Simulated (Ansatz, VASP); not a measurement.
## Ta: VASP beside Ansatz

Contents of INCAR:

```
PREC = Accurate ; ENCUT = 520
EDIFF = 1E-6 ; ISMEAR = -1
SIGMA = 0.05 ; LREAL = False
LASPH = True ; NELM = 60
ALGO = Normal ; ISIF = 2
LWAVE = False ; LCHARG = True
LELF = True ; LVHAR = True
NBANDS = 18
```

KPOINTS

```
regular mesh
0
Gamma
  11 11 5
```

POSCAR

```
Ta
1.0
    2.8809059017      0.0000000000      0.0000000000
   -1.4404529508      2.4949376968      0.0000000000
    0.0000000000      0.0000000000      5.1315999754
Ta
2
Direct
    0.3333333333      0.6666666667      0.2500000000
    0.6666666667      0.3333333333      0.7500000000
```

Contents of input.yaml:

```yaml
crystal:
  lattice:
    - [2.8809059017, 0.0, 0.0]
    - [-1.4404529508, 2.4949376968, 0.0]
    - [0.0, 0.0, 5.1315999754]
  atoms:
    - { symbol: Ta, position: [0.3333333333, 0.6666666667, 0.25] }
    - { symbol: Ta, position: [0.6666666667, 0.3333333333, 0.75] }
hamiltonian:
  xc: lda
  pseudopotentials: { kind: paw }
kpoints:
  mp_grid: { grid: [11, 11, 5] }
scf:
  occupations: { method: fermi_dirac, width: 0.05 }
output:
  forces: true
  stress: true
  eigenvalues: true
```

Alike in both runs: task single point; functional LDA; k mesh 11 × 11 × 5; occupations fermi-dirac, width 0.05 eV; no spin polarisation.

|  | VASP | Ansatz |
| --- | --- | --- |
| version | VASP 6.6.1 | Ansatz 0.2.0 |
| potentials or method | VASP PAW LDA potentials, release 64 (Ta_pv) | Ansatz PAW |
| plane-wave cutoff (eV) | 520 | 420 |
| valence electrons in the cell | 22 | 26 |

|  | VASP | Ansatz | Ansatz less VASP |
| --- | --- | --- | --- |
| gap on the k mesh at the Fermi level (eV) | none | none | - |
| pressure (GPa) | -7.8 | -8.5 | -0.67 |
| traceless stress, the component that is largest in VASP (GPa) | 1.76 | 1.80 | +0.038 |

LDA's correlation is that of Perdew and Zunger in VASP and of Perdew and Wang (1992) in Ansatz. A gap of «none» marks a metal or a gap that the smearing closes. VASP's potentials hold 22 valence electrons a cell and Ansatz's 26, so a difference there can come from the potentials and not from the codes.

Neither program's run includes spin-orbit coupling.
